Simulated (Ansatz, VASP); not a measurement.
**Y4Zr: VASP beside Ansatz**

Contents of INCAR:

```
  PREC = Accurate
  ENCUT = 520
  EDIFF = 1E-6
  ISMEAR = -1
  SIGMA = 0.1
  LREAL = F
  LASPH = T
  NELM = 80
  ALGO = Normal
  ISIF = 2
  LWAVE = F
  LCHARG = F
  LDIPOL = T
  IDIPOL = 3
  DIPOL = 0.5 0.5 0.500
  GGA = PE
  NBANDS = 36
```

The input KPOINTS:

```
regular mesh
0
Gamma
  13 13 1
```

File POSCAR:

```
Y4Zr
1.0
    3.6526183111      0.0000000000      0.0000000000
   -1.8263091556      3.1632602477      0.0000000000
    0.0000000000      0.0000000000     27.3984000000
Zr Y
1 4
Direct
    0.0000000000      0.0000000000      0.2940745976
    0.3333333333      0.6666666667      0.3952323815
    0.0000000000      0.0000000000      0.5000000204
    0.3333333333      0.6666666667      0.6047675625
    0.0000000000      0.0000000000      0.7059254377
```

Input for Ansatz:

```yaml
crystal:
  lattice:
    - [3.6526183111, 0.0, 0.0]
    - [-1.8263091556, 3.1632602477, 0.0]
    - [0.0, 0.0, 27.3984]
  atoms:
    - { symbol: Zr, position: [0.0, 0.0, 0.2940745976] }
    - { symbol: "Y", position: [0.3333333333, 0.6666666667, 0.3952323815] }
    - { symbol: "Y", position: [0.0, 0.0, 0.5000000204] }
    - { symbol: "Y", position: [0.3333333333, 0.6666666667, 0.6047675625] }
    - { symbol: "Y", position: [0.0, 0.0, 0.7059254377] }
kpoints:
  mp_grid: { grid: [13, 13, 1] }
scf:
  occupations: { method: fermi_dirac, width: 0.1 }
hamiltonian:
  xc: pbe
  pseudopotentials: { kind: paw }
output:
  forces: true
  stress: true
  eigenvalues: true
efield:
  axis: 3
  amplitude: 0
  dipole_correction: true
```

Alike in both runs: task single point; functional PBE; k mesh 13 × 13 × 1; occupations fermi-dirac, width 0.1 eV; no spin polarisation.

```csv
,VASP,Ansatz
version,VASP 6.6.1,Ansatz 0.2.0
potentials or method,"VASP PAW PBE potentials, release 64 (Zr_sv, Y_sv)","PAW with Ansatz's default frozen-core files, scalar-relativistic"
plane-wave cutoff (eV),520,420
valence electrons in the cell,56,56
```

```csv
,VASP,Ansatz,Ansatz less VASP
rms of the force components (eV/Å),0.339,0.339,+0.0002
```

Atom by atom the forces differ by 0.002 eV/Å (rms over components).
